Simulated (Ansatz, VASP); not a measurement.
One calculation of In4Sb3As, two programs

POSCAR

```
In4Sb3As
1.0
    4.4706689034      0.0000000000      0.0000000000
    0.0000000000      4.4706689034      0.0000000000
    0.0000000000      0.0000000000     12.6085675827
As In Sb
1 4 3
Direct
    0.0000000000      0.0000000000      0.0000000000
    0.0000000000      0.5000000000      0.8876518365
    0.5000000000      0.0000000000      0.6294370928
    0.0000000000      0.5000000000      0.3705629072
    0.5000000000      0.0000000000      0.1123481635
    0.5000000000      0.5000000000      0.7584818472
    0.0000000000      0.0000000000      0.5000000000
    0.5000000000      0.5000000000      0.2415181528
```

The input INCAR.step1:

```
SYSTEM = In4Sb3As
PREC     = Accurate       ! precision mode
ENCUT    = 520            ! plane-wave cutoff, eV
ISMEAR   = -1             ! smearing method
SIGMA    = 0.02           ! smearing width, eV
LREAL    = .FALSE.        ! projectors in reciprocal space
LASPH    = .TRUE.         ! aspherical terms in the spheres
NELM     = 80             ! most SCF steps
NBANDS   = 46             ! bands
GGA      = PE             ! functional
ALGO     = Normal         ! electronic algorithm
EDIFF    = 1E-4           ! SCF threshold, eV
LWAVE    = .TRUE.         ! write WAVECAR
LCHARG   = .FALSE.        ! write CHGCAR
```

Contents of INCAR.step2:

```
SYSTEM = In4Sb3As
PREC     = Accurate       ! precision mode
ENCUT    = 520            ! plane-wave cutoff, eV
EDIFF    = 1E-6           ! SCF threshold, eV
ISMEAR   = -1             ! smearing method
SIGMA    = 0.02           ! smearing width, eV
LREAL    = .FALSE.        ! projectors in reciprocal space
LASPH    = .TRUE.         ! aspherical terms in the spheres
NELM     = 80             ! most SCF steps
ALGO     = Normal         ! electronic algorithm
ISIF     = 2              ! what is computed and relaxed
LWAVE    = .FALSE.        ! write WAVECAR
LCHARG   = .FALSE.        ! write CHGCAR
METAGGA  = R2SCAN         ! meta-GGA
LMIXTAU  = .TRUE.       
NBANDS   = 46             ! bands
ISTART   = 1
```

The input KPOINTS:

```
regular mesh
0
G
  6 6 2
  0 0 0
```

Input for Ansatz:

```yaml
crystal:
  lattice:
    - [4.4706689034, 0.0, 0.0]
    - [0.0, 4.4706689034, 0.0]
    - [0.0, 0.0, 12.6085675827]
  atoms:
    - { symbol: As, position: [0.0, 0.0, 0.0] }
    - { symbol: In, position: [0.0, 0.5, 0.8876518365] }
    - { symbol: Sb, position: [0.5, 0.5, 0.7584818472] }
    - { symbol: In, position: [0.5, 0.0, 0.6294370928] }
    - { symbol: Sb, position: [0.0, 0.0, 0.5] }
    - { symbol: In, position: [0.0, 0.5, 0.3705629072] }
    - { symbol: Sb, position: [0.5, 0.5, 0.2415181528] }
    - { symbol: In, position: [0.5, 0.0, 0.1123481635] }
kpoints:
  mp_grid: { grid: [6, 6, 2] }
hamiltonian:
  xc: r2scan
scf:
  occupations: { method: fermi_dirac, width: 0.02 }
  n_extra_bands: 6
output:
  forces: true
  stress: true
  eigenvalues: true
```

Alike in both runs: task single point; functional r2SCAN; k mesh 6 × 6 × 2; occupations fermi-dirac, width 0.02 eV; no spin polarisation.

```csv
,VASP,Ansatz
version,VASP 6.6.1,Ansatz 0.2.0
potentials or method,"VASP PAW PBE potentials, release 64 (As, In_d, Sb)","plane waves, PAW"
plane-wave cutoff (eV),520,500
valence electrons in the cell,72,112
```

Ansatz gave:

* pressure (GPa): 3.2
* rms of the force components (eV/Å): 0.008

Question: Estimate VASP's values.

Answer: Pressure (GPa): 3.2; rms of the force components (eV/Å): 0.007.

VASP's potentials were made for PBE, not for r2SCAN. VASP's potentials hold 72 valence electrons a cell and Ansatz's 112, so a difference there can come from the potentials and not from the codes.

Spin-orbit coupling is off throughout.
